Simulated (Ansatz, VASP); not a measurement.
In5O in VASP and in Ansatz

```
In O
1.0
     0.00000    4.29155    4.29155
     4.29155    0.00000    4.29155
     4.29155    4.29155    0.00000
In O
5 1
Cartesian
  5.3679 5.3679 3.2152
  5.3679 3.2152 5.3679
  3.2152 5.3679 5.3679
  3.2152 3.2152 3.2152
  6.4373 6.4373 6.4373
  0.0000 0.0000 0.0000
```

Change from the starting cell: species swapped into the TmCu5 type (F-43m, No. 216).

Alike in both runs: functional PBE; k mesh 8 × 8 × 8; occupations gaussian, width 0.1 eV; no spin polarisation.

Ansatz relaxed the structure, and its values are those at the end. VASP's run is a single point on that final structure, the one shown.

|  | VASP | Ansatz |
| --- | --- | --- |
| version | VASP 6.6.1 | Ansatz 0.2.0 |
| potentials or method | VASP PAW PBE potentials, release 64 (In_d, O), cutoff 520 eV | scalar-relativistic, plane waves, PAW |
| valence electrons in the cell | 71 | 71 |

|  | VASP | Ansatz | Ansatz less VASP |
| --- | --- | --- | --- |
| gap on the k mesh at the Fermi level (eV) | none | none | - |
| pressure (GPa) | -0.1 | 0.0 | +0.06 |

A gap of «none» marks a metal or a gap that the smearing closes. With one functional, cell and mesh, what is left measures potentials, basis and numerics.
